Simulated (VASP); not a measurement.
# Si3C (P-6m2) in VASP: notebook

The runs below take Si3C through single point, relaxation of cell and atoms, with PBE.

All numbers are computed with VASP 6.6.1; they aren't measurements. Logs are shortened: lines on timing, memory, paths and dates and some standing lists are left out, and cuts for length are marked.

## Step 1: The cell of the first run

Symmetry: P-6m2, No. 187, hexagonal system. Conventional cell: a = 2.800 Å, b = 2.800 Å, c = 7.645 Å, α = 90.00°, β = 90.00°, γ = 120.00°. Si (site symmetry 3m) has 3 C at 2.02 Å and 1 Si at 2.42 Å within 2.7 Å. Within 3.7 Å of Si (site symmetry -6m2) lie 12 Si at 2.80 to 3.07 Å. C (site symmetry -6m2) has 6 Si at 2.02 Å within 2.7 Å.

## Step 2: Single point, PBE

INCAR reads:

```
  ALGO = Normal
  EDIFF = 1E-7
  ENCUT = 520
  GGA = PE
  ISIF = 2
  ISMEAR = 0
  LASPH = T
  LCHARG = F
  LREAL = F
  LWAVE = F
  NBANDS = 16
  NELM = 100
  PREC = Accurate
  SIGMA = 0.1
```

KPOINTS reads:

```
k-points
0
Gamma
  6 6 2
```

POSCAR reads:

```
Si3C
1.0
    2.7998593948      0.0000000029      0.0000000000
   -1.3999296999      2.4247493615      0.0000000000
    0.0000000000      0.0000000000      7.6451183030
Si C
3 1
Direct
    0.3333333333      0.6666666667      0.6583219216
    0.3333333333      0.6666666667      0.3416780784
    0.6666666667      0.3333333333      0.0000000000
    0.6666666667      0.3333333333      0.5000000000
```

Potentials or basis: VASP PAW PBE potentials, release 64 (Si, C).

Command:

```sh
cat potpaw_PBE.64/Si/POTCAR potpaw_PBE.64/C/POTCAR > POTCAR
mpirun -np 1 vasp_std > vasp.out
```

OUTCAR:

```text
EDIFF = 1E-7
   ENCUT = 520
   GGA = PE
   ISIF = 2
   ISMEAR = 0
   LASPH = T
   LREAL = F
   NELM = 100
   PREC = Accurate

 ion  position               nearest neighbor table
   1  0.333  0.667  0.658-   4 2.02   4 2.02   4 2.02   2 2.42   3 3.07   3 3.07   3 3.07
   2  0.333  0.667  0.342-   4 2.02   4 2.02   4 2.02   1 2.42   3 3.07   3 3.07   3 3.07
   3  0.667  0.333  0.000-   1 3.07   2 3.07   1 3.07   2 3.07   1 3.07   2 3.07
   4  0.667  0.333  0.500-   1 2.02   2 2.02   1 2.02   2 2.02   1 2.02   2 2.02

  LATTYP: Found a hexagonal cell.
 ALAT       =     2.7998593948
 C/A-ratio  =     2.7305365109

  Lattice vectors:

 A1 = (   2.7998593948,   0.0000000029,   0.0000000000)
 A2 = (  -1.3999296999,   2.4247493615,   0.0000000000)
 A3 = (   0.0000000000,   0.0000000000,   7.6451183030)

Analysis of symmetry for initial positions (statically):
=====================================================================
 Subroutine PRICEL returns:
 Original cell was already a primitive cell.

 Routine SETGRP: Setting up the symmetry group for a
 hexagonal supercell.

 Subroutine GETGRP returns: Found 12 space group operations
 (whereof 12 operations were pure point group operations)
 out of a pool of 24 trial point group operations.

The static configuration has the point symmetry D_3h.

Analysis of symmetry for dynamics (positions and initial velocities):
=====================================================================
 Subroutine PRICEL returns:
 Original cell was already a primitive cell.

 Routine SETGRP: Setting up the symmetry group for a
 hexagonal supercell.

 Subroutine GETGRP returns: Found 12 space group operations
 (whereof 12 operations were pure point group operations)
 out of a pool of 24 trial point group operations.

The dynamic configuration has the point symmetry D_3h.

 Subroutine INISYM returns: Found 12 space group operations
 (whereof 12 operations are pure point group operations),
 and found     1 'primitive' translations

----------------------------------------------------------------------------------------

                                     Primitive cell

  volume of cell :      51.9024

  direct lattice vectors                    reciprocal lattice vectors
     2.799859395  0.000000003  0.000000000     0.357160792  0.206206880  0.000000000
    -1.399929700  2.424749361  0.000000000    -0.000000000  0.412413759  0.000000000
     0.000000000  0.000000000  7.645118303     0.000000000  0.000000000  0.130802423

  length of vectors
     2.799859395  2.799859395  7.645118303     0.412413759  0.412413759  0.130802423

  position of ions in fractional coordinates (direct lattice)
     0.333333333  0.666666667  0.658321922
     0.333333333  0.666666667  0.341678078
     0.666666667  0.333333333  0.000000000
     0.666666667  0.333333333  0.500000000

  ion indices of the primitive-cell ions
   primitive index   ion index
                 1           1
                 2           2
                 3           3
                 4           4

----------------------------------------------------------------------------------------

 KPOINTS: k-points

Automatic generation of k-mesh.
 Grid dimensions read from file:
 generate k-points for:    6    6    2

 Generating k-lattice:

  Cartesian coordinates                     Fractional coordinates (reciprocal lattice)
     0.059526799  0.034367813  0.000000000     0.166666667  0.000000000  0.000000000
    -0.000000000  0.068735627  0.000000000    -0.000000000  0.166666667  0.000000000
     0.000000000  0.000000000  0.065401212     0.000000000  0.000000000  0.500000000

  Length of vectors
     0.068735627  0.068735627  0.065401212

  Shift w.r.t. Gamma in fractional coordinates (k-lattice)
     0.000000000  0.000000000  0.000000000

 Subroutine IBZKPT returns following result:
 ===========================================

 Found     14 irreducible k-points:

 Following reciprocal coordinates:
            Coordinates               Weight
  0.000000  0.000000  0.000000      1.000000
  0.166667  0.000000  0.000000      6.000000
  0.333333  0.000000  0.000000      6.000000
  0.500000 -0.000000  0.000000      3.000000
  0.166667  0.166667  0.000000      6.000000
  0.333333  0.166667  0.000000     12.000000
  0.333333  0.333333  0.000000      2.000000
  0.000000  0.000000  0.500000      1.000000
  0.166667  0.000000  0.500000      6.000000
  0.333333  0.000000  0.500000      6.000000
  0.500000 -0.000000  0.500000      3.000000
  0.166667  0.166667  0.500000      6.000000
  0.333333  0.166667  0.500000     12.000000
  0.333333  0.333333  0.500000      2.000000
   k-points           NKPTS =     14   k-points in BZ     NKDIM =     14   number of bands    NBANDS=     16
   number of dos      NEDOS =    301   number of ions     NIONS =      4
   total plane-waves  NPLWV =  34560
   dimension x,y,z NGX =    24 NGY =   24 NGZ =   60
   dimension x,y,z NGXF=    48 NGYF=   48 NGZF=  120
   ions per type =               3   1
   NGX,Y,Z   is equivalent  to a cutoff of  14.25, 14.25, 13.05 a.u.
   NGXF,Y,Z  is equivalent  to a cutoff of  28.50, 28.50, 26.09 a.u.
 SYSTEM =  unknown system
   PREC   = accura    normal or accurate (medium, high low for compatibility)
   ISTART =      0    job   : 0-new  1-cont  2-samecut
   ICHARG =      2    charge: 1-file 2-atom 10-const
   ISPIN  =      1    spin polarized calculation?
   LNONCOLLINEAR =      F non collinear calculations
   LSORBIT =      F    spin-orbit coupling
   LASPH  =      T    aspherical Exc in radial PAW
   ENCUT  =  520.0 eV  38.22 Ry    6.18 a.u.   5.21  5.21 14.21*2*pi/ulx,y,z
   NELM   =    100;   NELMIN=  2; NELMDL= -5     # of ELM steps
   EDIFF  = 0.1E-06   stopping-criterion for ELM
   LREAL  =      F    real-space projection
   EDIFFG = 0.1E-05   stopping-criterion for IOM
   NSW    =      0    number of steps for IOM
   IBRION =     -1    ionic relax: 0-MD 1-quasi-New 2-CG
   NFREE  =      0    steps in history (QN), initial steepest desc. (CG)
   ISIF   =      2    stress and relaxation
   ISYM   =      2    0-nonsym 1-usesym 2-fastsym
   POTIM  = 0.5000    time-step for ionic-motion
   TEBEG  =    0.0;   TEEND  =   0.0 temperature during run
   PSTRESS=    0.0 pullay stress
   NELECT =      16.0000    total number of electrons
   NUPDOWN=      -1.0000    fix difference up-down
   EMIN   =  10.00;   EMAX   =-10.00  energy-range for DOS
   EFERMI =   0.00;   METHOD = LEGACY
   ISMEAR =     0;   SIGMA  =   0.10  broadening in eV -4-tet -1-fermi 0-gaus
   EFERMI_NEDOS =   21; number of points for ismear=-14 and -15
   IALGO  =     38    algorithm
   IMIX   =      4    mixing-type and parameters
     AMIX     =   0.40;   BMIX     =  1.00
     AMIX_MAG =   1.60;   BMIX_MAG =  1.00
  volume/ion in A,a.u.               =      12.98        87.56
  Fermi-wavevector in a.u.,A,eV,Ry     =   1.105908  2.089863 16.640372  1.223033
  Thomas-Fermi vector in A             =   2.242402
   LORBIT       =      0    0 simple, 1 ext, 2 COOP (PROOUT), +10 PAW based schemes
   GGA     = PE    functional components
   LHFCALC =     F    Hartree Fock is set to
   AEXX    =    0.0000 exact exchange contribution
   IVDW    =     0    specifies the selected vdW correction
   LEPSILON=     F    determine dielectric tensor
   LRPA    =     F    only Hartree local field effects (RPA)
 non-spin polarized calculation
 Gauss-broadening in eV      SIGMA  =   0.10
  energy-cutoff  :      520.00
  volume of cell :       51.90
 maximum number of plane-waves:      1432
 NGX is ok and might be reduce to    24
   NGX = 11   NGY = 11   NGZ = 29

 number of electron      16.0000000 magnetization

 Free energy of the ion-electron system (eV)
  ---------------------------------------------------
  ext. energy  EPLUGINS =         0.00000000
  ---------------------------------------------------
  free energy    TOTEN  =       -22.36491043 eV

  energy without entropy =      -22.35952968  energy(sigma->0) =      -22.36222005

 E-fermi :   9.0736     XC(G=0): -11.1164

 val. band max:        9.0685911471   @ k =   0.3333   0.0000   0.5000
 cond. band min:       9.3452375119   @ k =   0.5000  -0.0000   0.0000
 fundamental gap:      0.2766463648
 Fermi energy:         9.0735916215

 k-point     1 :       0.0000    0.0000    0.0000
  band No.  band energies     occupation
      1      -7.9184      2.00000
      2      -2.5637      2.00000
      3      -2.4192      2.00000
      4       4.2122      2.00000
      5       4.5405      2.00000
      6       8.8600      1.99748
[... 8 lines left out ...]
     15      18.7098      0.00000
     16      18.7098      0.00000

 k-point     2 :       0.1667    0.0000    0.0000
  band No.  band energies     occupation
      1      -7.3126      2.00000
      2      -1.9098      2.00000
      3      -1.7455      2.00000
      4       4.8129      2.00000
      5       5.1083      2.00000
      6       6.1649      2.00000
[... 8 lines left out ...]
     15      18.4052      0.00000
     16      18.4369      0.00000

 k-point     3 :       0.3333    0.0000    0.0000
  band No.  band energies     occupation
      1      -5.5489      2.00000
      2      -0.0065      2.00000
      3       0.2481      2.00000
      4       1.7708      2.00000
      5       6.3544      2.00000
      6       6.6681      2.00000
[... 8 lines left out ...]
     15      15.9589      0.00000
     16      17.3956      0.00000

 k-point     4 :       0.5000   -0.0000    0.0000
  band No.  band energies     occupation
      1      -3.4992      2.00000
      2      -1.2718      2.00000
      3       2.2117      2.00000
      4       3.1964      2.00000
      5       3.9907      2.00000
      6       4.4722      2.00000
[... 8 lines left out ...]
     15      15.2440      0.00000
     16      16.8219      0.00000

 k-point     5 :       0.1667    0.1667    0.0000
  band No.  band energies     occupation
      1      -6.1240      2.00000
      2      -0.6272      2.00000
      3      -0.4082      2.00000
      4       3.5461      2.00000
      5       5.5337      2.00000
      6       6.1199      2.00000
[... 8 lines left out ...]
     15      17.3867      0.00000
     16      17.8565      0.00000

 k-point     6 :       0.3333    0.1667    0.0000
  band No.  band energies     occupation
      1      -3.9338      2.00000
      2       0.0997      2.00000
      3       1.7285      2.00000
      4       2.2355      2.00000
      5       4.0483      2.00000
      6       5.8911      2.00000
[... 8 lines left out ...]
     15      17.0005      0.00000
     16      17.2282      0.00000

 k-point     7 :       0.3333    0.3333    0.0000
  band No.  band energies     occupation
      1      -2.4123      2.00000
      2      -0.4710      2.00000
      3       1.6316      2.00000
      4       3.2661      2.00000
      5       4.9541      2.00000
      6       5.4969      2.00000
[... 8 lines left out ...]
     15      15.3847      0.00000
     16      18.3416      0.00000

 k-point     8 :       0.0000    0.0000    0.5000
  band No.  band energies     occupation
      1      -7.9058      2.00000
      2      -3.3982      2.00000
      3      -0.8119      2.00000
      4       1.4528      2.00000
      5       8.4536      2.00000
      6       8.8603      1.99745
[... 8 lines left out ...]
     15      19.0895      0.00000
     16      19.0895      0.00000

 k-point     9 :       0.1667    0.0000    0.5000
  band No.  band energies     occupation
      1      -7.3009      2.00000
      2      -2.7261      2.00000
      3      -0.1636      2.00000
      4       2.0870      2.00000
      5       6.1461      2.00000
      6       8.0408      2.00000
[... 8 lines left out ...]
     15      17.8050      0.00000
     16      17.9744      0.00000

 k-point    10 :       0.3333    0.0000    0.5000
  band No.  band energies     occupation
      1      -5.5395      2.00000
      2      -0.7451      2.00000
      3       1.7133      2.00000
      4       1.7435      2.00000
      5       4.0291      2.00000
      6       6.8640      2.00000
[... 8 lines left out ...]
     15      16.1979      0.00000
     16      17.7778      0.00000

 k-point    11 :       0.5000   -0.0000    0.5000
  band No.  band energies     occupation
      1      -3.4941      2.00000
      2      -1.2602      2.00000
      3       1.8172      2.00000
      4       3.2665      2.00000
      5       4.1501      2.00000
      6       6.2597      2.00000
[... 8 lines left out ...]
     15      15.6621      0.00000
     16      16.7322      0.00000

 k-point    12 :       0.1667    0.1667    0.5000
  band No.  band energies     occupation
      1      -6.1138      2.00000
      2      -1.3974      2.00000
      3       1.1041      2.00000
      4       3.2206      2.00000
      5       3.6843      2.00000
      6       5.7482      2.00000
[... 8 lines left out ...]
     15      17.2267      0.00000
     16      18.7704      0.00000

 k-point    13 :       0.3333    0.1667    0.5000
  band No.  band energies     occupation
      1      -3.9268      2.00000
      2       0.1112      2.00000
      3       1.1376      2.00000
      4       3.3797      2.00000
      5       4.0245      2.00000
      6       5.4556      2.00000
[... 8 lines left out ...]
     15      16.3759      0.00000
     16      17.3182      0.00000

 k-point    14 :       0.3333    0.3333    0.5000
  band No.  band energies     occupation
      1      -2.4090      2.00000
      2      -0.4635      2.00000
      3       1.6469      2.00000
      4       3.0551      2.00000
      5       4.8200      2.00000
      6       5.5607      2.00000
[... 8 lines left out ...]
     15      16.4893      0.00000
     16      17.9061      0.00000

------------------------ aborting loop because EDIFF is reached ----------------------------------------

  FORCE on cell =-STRESS in cart. coord.  units (eV):
  Direction    XX          YY          ZZ          XY          YZ          ZX
  --------------------------------------------------------------------------------------
  -------------------------------------------------------------------------------------
  Total        0.0303591      0.0303591     -0.1388839      0.0000000      0.0000000      0.0000000
  in kB        0.9371571      0.9371571     -4.2872138      0.0000000      0.0000000      0.0000000
  external PRESSURE =      -0.8042999 kB  Pullay stress =       0.0000000 kB

 VOLUME and BASIS-vectors are now :
 -----------------------------------------------------------------------------
  energy-cutoff  :      520.00
  volume of cell :       51.90
      direct lattice vectors                 reciprocal lattice vectors
     2.799859395  0.000000003  0.000000000     0.357160792  0.206206880  0.000000000
    -1.399929700  2.424749361  0.000000000    -0.000000000  0.412413759  0.000000000
     0.000000000  0.000000000  7.645118303     0.000000000  0.000000000  0.130802423

 POSITION                                       TOTAL-FORCE (eV/Angst)
 -----------------------------------------------------------------------------------
     -0.00000      1.61650      5.03295         0.000000      0.000000     -0.058302
     -0.00000      1.61650      2.61217         0.000000      0.000000      0.058302
      1.39993      0.80825      0.00000         0.000000     -0.000000      0.000000
      1.39993      0.80825      3.82256        -0.000000     -0.000000      0.000000
 -----------------------------------------------------------------------------------
    total drift:                               -0.000000      0.000000     -0.000000

  FREE ENERGIE OF THE ION-ELECTRON SYSTEM (eV)
  ---------------------------------------------------
  free  energy   TOTEN  =       -22.3649104252 eV

  energy  without entropy=      -22.3595296831  energy(sigma->0) =      -22.36222005
```

Run time: 11 s. Hardware: 1 thread of AMD EPYC 9R45 (Zen 5), shared host; peak memory 0.14 GiB.

What came out:

```
Free energy            : -22.3649 eV
Pressure               : -0.1 GPa
Largest force          : 0.058 eV/Å
Band gap on the k mesh : zero (band 8 reaches 13.06 eV, above the bottom of band 9 at 6.86 eV)
```

Forces in eV/Å, atoms in the order of the input:
```
Si   0.000  0.000 -0.058
Si   0.000  0.000  0.058
Si   0.000  0.000  0.000
C    0.000  0.000  0.000
```

Levels at points of the mesh, in eV from the Fermi level:
```
           k point  band 6  band 7  band 8  band 9  band 10  band 11
(0.00, 0.00, 0.00)   -0.21   -0.21    3.99    6.72     7.83     7.83
(0.50, 0.00, 0.00)   -4.60   -2.68   -0.11    0.27     0.84     3.34
(0.00, 0.00, 0.50)   -0.21   -0.21    0.76    6.73     7.87     7.87
(0.50, 0.00, 0.50)   -2.81   -2.67   -2.44   -1.36     3.18     3.47
```

Caveat: the k points lie up to 0.43 Å⁻¹ apart.

## Step 3: Single point, PBE

This run uses another cell than the first one, of 14.60 Å³/atom, 1.125 times its volume.

INCAR reads:

```
PREC     = Accurate       # precision mode
ENCUT    = 520            # plane-wave cutoff, eV
EDIFF    = 1E-6           # SCF threshold, eV
ISMEAR   = 0              # smearing method
SIGMA    = 0.1            # smearing width, eV
LREAL    = False          # projectors in reciprocal space
LASPH    = True           # aspherical terms in the spheres
NELM     = 100            # most SCF steps
ALGO     = Normal         # electronic algorithm
ISIF     = 2              # what is computed and relaxed
LWAVE    = False          # write WAVECAR
LCHARG   = False          # write CHGCAR
GGA      = PE             # functional
NBANDS   = 16             # bands
```

KPOINTS reads:

```
regular mesh
0
Gamma
  6 6 2
```

POSCAR reads:

```
Si3C
1.0
    2.7723150700      0.0000000000      0.0000000000
   -1.3861575400      2.4008952800      0.0000000000
    0.0000000000      0.0000000000      8.7743206900
Si C
3 1
Direct
    0.3333333300      0.6666666700      0.7500000000
    0.3333333300      0.6666666700      0.2500000000
    0.6666666700      0.3333333300      0.0000000000
    0.6666666700      0.3333333300      0.5000000000
```

Potentials or basis: VASP PAW PBE potentials, release 64 (Si, C).

Command:

```sh
cat potpaw_PBE.64/Si/POTCAR potpaw_PBE.64/C/POTCAR > POTCAR
mpirun -np 1 vasp_std > vasp.out
```

Run time: 11 s. Hardware: 1 thread of AMD EPYC 9R45 (Zen 5), shared host; peak memory 0.15 GiB.

The run converged. Its results:

```
Free energy            : -19.0191 eV
Pressure               : -12.4 GPa
Largest force          : 1.628 eV/Å
Band gap on the k mesh : zero (band 8 reaches 10.91 eV, above the bottom of band 9 at 5.38 eV)
```

Forces in eV/Å, atoms in the order of the input:
```
Si   0.000  0.000 -1.628
Si   0.000  0.000  1.628
Si   0.000  0.000  0.000
C    0.000  0.000  0.000
```

Stress tensor (GPa, compression positive):
```
-10.97   0.00   0.00
  0.00 -10.97   0.00
  0.00   0.00 -15.35
```

Levels at points of the mesh, in eV from the Fermi level:
```
           k point  band 4  band 5  band 6  band 7  band 8  band 9  band 10  band 11  band 12  band 13
(0.00, 0.00, 0.00)   -7.32   -5.82    1.18    1.98    3.13    3.13     8.02     8.02     8.81     9.35
(0.50, 0.00, 0.00)   -6.24   -5.46   -4.72   -1.83   -1.31   -0.92     1.13     1.57     3.47     4.22
(0.00, 0.00, 0.50)   -9.33   -2.96   -2.44    3.13    3.13    4.95     7.30     7.99     7.99     9.39
(0.50, 0.00, 0.50)   -6.22   -5.12   -3.73   -3.07   -2.94    1.42     1.59     2.02     3.29     3.31
```

Caveat: the k points lie up to 0.44 Å⁻¹ apart; forces of over 1 eV/Å act on the atoms, so gaps and moduli don't describe the material at rest.

(Continued in part 2 of 2.)
